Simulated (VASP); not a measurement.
Here is a VASP 6.6.1 calculation.

The input INCAR:

```
ALGO     = Fast           # electronic algorithm
EDIFF    = 1E-6           # SCF threshold, eV
ENCUT    = 520            # plane-wave cutoff, eV
GGA      = CA             # functional
ISIF     = 2              # what is computed and relaxed
ISMEAR   = 0              # smearing method
LASPH    = True           # aspherical terms in the spheres
LCHARG   = False          # write CHGCAR
LREAL    = False          # projectors in reciprocal space
LWAVE    = False          # write WAVECAR
NBANDS   = 31             # bands
NELM     = 80             # most SCF steps
PREC     = Accurate       # precision mode
SIGMA    = 0.15           # smearing width, eV
```

KPOINTS

```
k-points
0
Gamma
  10 8 8
```

Contents of POSCAR:

```
TiAl3
1.0
   -3.9105245017      0.0000000000      0.0000000000
    0.0000000000      3.9105245017      3.9105245017
    0.0000000000      3.9105245017     -3.9105245017
Ti Al
2 6
Direct
    0.0000000000      0.4966500657      0.4966500657
    0.0000000000      0.0033499343      0.0033499343
    0.5000000000      0.7453970369      0.7546029631
    0.5000000000      0.2546029631      0.2453970369
    0.5000000000      0.7453970369      0.2453970369
    0.5000000000      0.2546029631      0.7546029631
    0.0000000000      0.5022556762     -0.0022556762
    0.0000000000     -0.0022556762      0.5022556762
```

Potentials or basis: VASP PAW LDA potentials, release 64 (Ti_sv, Al).

Launch:

```console
$ cat potpaw_LDA.64/Ti_sv/POTCAR potpaw_LDA.64/Al/POTCAR > POTCAR
$ mpirun -np 1 vasp_std > vasp.out
```

What does it give for the pressure?

0.4 GPa.

What does it give for the largest force?

0.341 eV/Å.

Estimate the band gap on the k mesh.

zero (bands 21 and 22 overlap by 1.07 eV).

Forces in eV/Å, atoms in the order of the input:
```
Ti   0.000  0.146 -0.003
Ti   0.000 -0.146 -0.003
Al   0.000  0.000  0.341
Al   0.000  0.000 -0.332
Al   0.000  0.336  0.002
Al   0.000 -0.336  0.002
Al   0.000  0.000 -0.058
Al   0.000  0.000  0.052
```

Caveat: the cell differs from its parent crystal (atoms displaced along several vibrational modes).
